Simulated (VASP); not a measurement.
Set up this calculation in VASP 6.6.1, as the native input.

- Task: single point
- Functional: PBEsol
- Potentials or basis: VASP PAW PBE potentials, release 64 (Sn_d, Se)
- Cutoff: 520 eV
- k mesh: 12 × 12 × 12
- Occupations: gaussian, width 0.15 eV
- Spin: no spin polarisation
- Dipole correction: no
- Further INCAR settings: ALGO = Normal; EDIFF = 1e-06; NBANDS = 32

The structure of Sn3Se lies in POSCAR:

```
Sn3Se
1.0
    4.7182221056     -0.5049019965     -0.5049019965
   -0.5049019965      4.7182221056     -0.5049019965
   -0.5049019965     -0.5049019965      4.7182221056
Sn Se
3 1
Direct
    0.0000000000      0.5000000000      0.5000000000
    0.5000000000      0.0000000000      0.5000000000
    0.5000000000      0.5000000000      0.0000000000
    0.0000000000      0.0000000000      0.0000000000
```

This cell differs from its parent crystal: ratio of the length along [111] to the lengths across it x 0.71, volume and fractional coordinates fixed.

These files were run (other wordings do the same):

INCAR

```
SYSTEM = Sn3Se
PREC = Accurate
ENCUT = 520
EDIFF = 1E-6
ISMEAR = 0
SIGMA = 0.15
LREAL = .FALSE.
LASPH = .TRUE.
NELM = 60
ALGO = Normal
ISIF = 2
LWAVE = .FALSE.
LCHARG = .FALSE.
GGA = PS
NBANDS = 32
```

KPOINTS

```
regular mesh
0
G
  12 12 12
  0 0 0
```

Potentials or basis: VASP PAW PBE potentials, release 64 (Sn_d, Se).

Launch:

```sh
$ cat potpaw_PBE.64/Sn_d/POTCAR potpaw_PBE.64/Se/POTCAR > POTCAR
$ mpirun -np 1 vasp_std > vasp.out
```

Results of the run:

* Pressure: 2.0 GPa
* Band gap on the k mesh: zero (band 24 reaches 8.23 eV, above the bottom of band 25 at 6.78 eV)

Caveat: the PAW data sets were made with another functional, which shifts forces and pressure a little; spin-orbit coupling is left out, which moves the levels of the heavy elements.

Run time: 7 min on 1 thread of Oxide Virtual Turin-like Processor (shared host), peak memory 0.54 GiB.
